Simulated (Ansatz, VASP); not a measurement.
## Si3C in VASP and in Ansatz

File INCAR:

```
SYSTEM = Si3C
PREC = Accurate
ENCUT = 600
EDIFF = 1E-6
ISMEAR = 0
SIGMA = 0.1
LREAL = .FALSE.
LASPH = .TRUE.
NELM = 100
ALGO = Normal
ISIF = 3
LWAVE = .FALSE.
LCHARG = .FALSE.
GGA = PE
IBRION = 2
NSW = 90
EDIFFG = -0.04
```

KPOINTS

```
regular mesh
0
G
  6 6 4
  0 0 0
```

The input POSCAR:

```
Si3C
1.0
    3.1532119400      0.0000000000      0.0000000000
   -1.5766059700      2.7307616500      0.0000000000
    0.0000000000      0.0000000000      4.4426378700
Si C
3 1
Direct
    0.5000000000      0.0000000000      0.5000000000
    0.0000000000      0.5000000000      0.5000000000
    0.5000000000      0.5000000000      0.5000000000
    0.0000000000      0.0000000000      0.5000000000
```

Input for Ansatz:

```yaml
crystal:
  lattice:
    - [3.15321194, 0.0, 0.0]
    - [-1.57660597, 2.73076165, 0.0]
    - [0.0, 0.0, 4.44263787]
  atoms:
    - { symbol: Si, position: [0.5, 0.0, 0.5] }
    - { symbol: Si, position: [0.0, 0.5, 0.5] }
    - { symbol: Si, position: [0.5, 0.5, 0.5] }
    - { symbol: C, position: [0.0, 0.0, 0.5] }
basis:
  ecutwfc: 420
kpoints:
  mp_grid: { grid: [6, 6, 4] }
hamiltonian:
  xc: pbe
scf:
  occupations: { method: gaussian, width: 0.1 }
  lower_state_search: "off"
output:
  forces: true
  stress: true
  eigenvalues: true
relax:
  adjacent_minimum: "off"
  f_tol: 0.04
  max_steps: 70
  cell: { stress_tol: 0.4 }
```

Alike in both runs: task relaxation of cell and atoms; functional PBE; k mesh 6 × 6 × 4; occupations gaussian, width 0.1 eV; no spin polarisation.

|  | VASP | Ansatz |
| --- | --- | --- |
| version | VASP 6.6.1 | Ansatz 0.2.0 |
| potentials or method | VASP PAW PBE potentials, release 64 (Si, C), cutoff 600 eV | scalar-relativistic, plane waves, PAW |
| valence electrons in the cell | 16 | 16 |

|  | VASP | Ansatz | Ansatz less VASP |
| --- | --- | --- | --- |
| gap on the k mesh at the Fermi level, each at its own relaxed structure (eV) | none | none | - |
| relaxed volume (Å³/atom) | 12.59 | 12.79 | +0.203 |
| relaxed cell length with the largest relative difference (Å) | 4.816 | 4.861 | +0.0446 |

A gap of «none» marks a metal or a gap that the smearing closes.

The k mesh is coarse, so the values compare programs but aren't converged. Noted on VASP's run: the volume moved by over 15 % at a fixed basis, so the end points are rough.
